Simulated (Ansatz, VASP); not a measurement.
**PtSe2, level by level in two programs**

```
CELL_PARAMETERS angstrom
3.67367 0.00000 0.00000
-1.83683 3.18149 0.00000
0.00000 0.00000 4.99359
ATOMIC_POSITIONS crystal
Pt 0.00000 0.00000 0.00000
Se 0.66667 0.33333 0.75000
Se 0.33333 0.66667 0.25000
```

Single points on this cell with VASP 6.6.1 and Ansatz 0.2.0. Each row is one pair of runs. Alike in all rows: spin: off; k mesh: 8 × 8 × 5; smearing: fermi-dirac, width 0.05 eV.

| level | VASP's potentials, cutoff | Ansatz's potentials, cutoff | gap on the k mesh at the Fermi level (eV), VASP | gap on the k mesh at the Fermi level (eV), Ansatz | pressure (GPa), VASP | pressure (GPa), Ansatz | rms of the force components (eV/Å), VASP | rms of the force components (eV/Å), Ansatz |
| --- | --- | --- | --- | --- | --- | --- | --- | --- |
| PBEsol | VASP PAW PBE potentials, release 64 (Pt, Se), 520 eV | Ansatz PAW, 420 eV | none | none | 8.4 | 8.3 | 0.432 | 0.421 |
| RPBE+D3(BJ) | VASP PAW PBE potentials, release 64 (Pt, Se), 520 eV | Ansatz PAW, 420 eV | none | none | -5.2 | -5.2 | 0.424 | 0.422 |
| LDA | VASP PAW LDA potentials, release 64 (Pt, Se), 520 eV | JTH PAW LDA, 750 eV | none | none | 6.0 | 6.0 | 0.376 | 0.383 |
| r2SCAN | VASP PAW PBE potentials, release 64 (Pt, Se), 520 eV | Ansatz PAW, 500 eV | none | none | 11.6 | 11.4 | 0.447 | 0.435 |

Pressure (GPa): the two programs differ by at most 0.16; rms of the force components (eV/Å): the two programs differ by at most 0.0114.

VASP's potentials hold 22 valence electrons a cell and Ansatz's 50 in some rows, so a difference there can come from the potentials and not from the codes.

A gap of «none» marks a metal or a gap that the smearing closes.

Neither program's run includes spin-orbit coupling.
